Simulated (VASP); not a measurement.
Write the native input for VASP 6.6.1 that does the following.

```
Task                   : single point
Functional             : PBEsol
Potentials or basis    : VASP PAW PBE potentials, release 64 (W_sv, S)
Cutoff                 : 520 eV
k mesh                 : 14 × 14 × 14
Occupations            : gaussian, width 0.1 eV
Spin                   : collinear spin
Starting moments       : [2.5, 0.0] μB
Dipole correction      : no
Further INCAR settings : ALGO = Normal; EDIFF = 1e-06; NBANDS = 21
```

The structure of WS lies in POSCAR:

```
WS
1.0
    0.0000000000      2.4499136187      2.4499136187
    2.4499136187      0.0000000000      2.4499136187
    2.4499136187      2.4499136187      0.0000000000
W S
1 1
Direct
    0.0000000000      0.0000000000      0.0000000000
    0.5000000000      0.5000000000      0.5000000000
```

The input as run:

INCAR

```
SYSTEM = WS
  ALGO = Normal
  EDIFF = 1E-6
  ENCUT = 520
  GGA = PS
  ISIF = 2
  ISMEAR = 0
  ISPIN = 2
  LASPH = .TRUE.
  LCHARG = .FALSE.
  LMAXMIX = 4
  LORBIT = 11
  LREAL = .FALSE.
  LWAVE = .FALSE.
  MAGMOM = 2.5 0
  NBANDS = 21
  NELM = 150
  PREC = Accurate
  SIGMA = 0.1
```

KPOINTS

```
k-points
0
G
  14 14 14
  0 0 0
```

Potentials or basis: VASP PAW PBE potentials, release 64 (W_sv, S).

Command:

```console
$ cat potpaw_PBE.64/W_sv/POTCAR potpaw_PBE.64/S/POTCAR > POTCAR
$ mpirun -np 1 vasp_std > vasp.out
```

It gave:

```
Pressure                                              : 0.6 GPa
Band gap on the k mesh                                : zero (filled and empty bands overlap)
Net moment                                            : 0.00 μB per cell
Valence electrons inside the program's atomic spheres : W 12.04; S 3.69
```

Caveat: the PAW data sets were made with another functional, which shifts forces and pressure a little; spin-orbit coupling is left out, which moves the levels of the heavy elements.

Run time: 57 s on 1 thread of Intel(R) Xeon(R) 6975P-C (Granite Rapids), on a shared host, peak memory 0.24 GiB.
